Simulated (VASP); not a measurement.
Si: single point with LDA

Crystal: Si.

```
Si
1.0
    -3.28369    3.28369   -3.28369
    -3.28369   -3.28369    3.28369
     0.00000   10.94587    2.18891
Si
16
Direct
  0.36364 0.43188 0.80114
  0.19699 0.59853 0.30114
  0.61737 0.58712 0.94890
  0.45072 0.75377 0.44890
  0.08329 0.71223 0.84666
  0.91664 0.87888 0.34666
  0.23853 0.96596 0.69890
  0.07188 0.13261 0.19890
  0.53780 0.66668 0.09666
  0.70445 0.50003 0.59666
  0.61737 0.17815 0.94890
  0.45072 0.34480 0.44890
  0.81815 0.38634 0.05114
  0.98480 0.21969 0.55114
  0.82956 0.96596 0.69890
  0.66291 0.13261 0.19890
```

This cell differs from its parent crystal: the part above a cut slid along it.

```
Program             : VASP 6.6.1
Task                : single point
Functional          : LDA
Potentials or basis : VASP PAW LDA potentials, release 64 (Si)
Cutoff              : 500 eV
k mesh              : 7 × 7 × 4
Occupations         : gaussian, width 0.15 eV
Spin                : no spin polarisation
```

```
Pressure               : 22.8 GPa
Largest force          : 65.528 eV/Å
Band gap on the k mesh : zero (bands 32 and 33 overlap by 0.53 eV)
```

Forces in eV/Å, atoms in the order of the input:
```
Si    0.202  -0.302   0.263
Si    0.144   0.004   0.140
Si    0.031 -52.254 -39.488
Si   -0.099  -0.019  -0.058
Si   -0.292   0.155  -0.374
Si    0.136  -0.165  -0.142
Si   -0.157   0.195   0.227
Si   -0.079  -0.380  -0.617
Si   -0.221  51.479  40.543
Si   -0.090  -0.239  -0.060
Si   13.477 -10.234  -2.851
Si   -0.098   0.158  -0.146
Si  -12.889  11.105   1.961
Si   -0.197   0.041   0.189
Si    0.369  -0.219  -0.073
Si   -0.236   0.678   0.486
```

Stress tensor (GPa, compression positive):
```
 9.24 -8.55 -2.81
-8.55 40.01 26.38
-2.81 26.38 19.24
```

Levels at points of the mesh, in eV from the Fermi level:
| k point | band 29 | band 30 | band 31 | band 32 | band 33 | band 34 | band 35 | band 36 |
| --- | --- | --- | --- | --- | --- | --- | --- | --- |
| (0.00, 0.00, 0.00) | -1.41 | -0.93 | -0.85 | -0.22 | 0.74 | 1.36 | 1.58 | 1.92 |
| (0.00, 0.00, 0.50) | -1.22 | -0.84 | -0.77 | -0.38 | 0.25 | 0.69 | 0.93 | 1.30 |

It took 46 min on 1 thread of Oxide Virtual Turin-like Processor (shared host), peak memory 0.78 GiB.

Caveat: the cell differs from its parent crystal (the part above a cut slid along it); atoms lie so close that the PAW spheres overlap strongly, which falsifies energies and pressures; the stress differs along the axes, from 9 to 40 GPa; semilocal functionals underestimate gaps, and a narrow one can read as zero; forces of over 1 eV/Å act on the atoms, so gaps and moduli don't describe the material at rest.
